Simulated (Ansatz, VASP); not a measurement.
## One calculation of TaS2, two programs

```
Ta S
1.0
     3.36113    0.00000    0.00000
    -1.68057    2.91083    0.00000
     0.00000    0.00000    5.87947
Ta S
1 2
Direct
  0.00000 0.00000 0.00000
  0.33333 0.66667 0.25000
  0.66667 0.33333 0.75000
```

Change from the starting cell: volume scaled by 1.01.

Alike in both runs: task single point; functional PBE; k mesh 9 × 9 × 5; occupations fermi-dirac, width 0.03 eV; no spin polarisation.

|  | VASP | Ansatz |
| --- | --- | --- |
| version | VASP 6.6.1 | Ansatz 0.2.0 |
| potentials or method | VASP PAW PBE potentials, release 64 (Ta_pv, S), cutoff 500 eV | all-electron LAPW, scalar-relativistic |

Ansatz gave:

| Item | Value |
| --- | --- |
| pressure (GPa) | 7.6 |
| traceless stress, the component that is largest in VASP (GPa) | 3.23 |
| rms of the force components (eV/Å) | 0.502 |

Question: Estimate VASP's values.

Answer: Pressure (GPa): 7.6; traceless stress, the component that is largest in VASP (GPa): 3.30; rms of the force components (eV/Å): 0.508.

Atom by atom the forces differ by 0.006 eV/Å (rms over components). Ansatz ran all-electron here, and VASP with PAW potentials.

Spin-orbit coupling is off throughout.
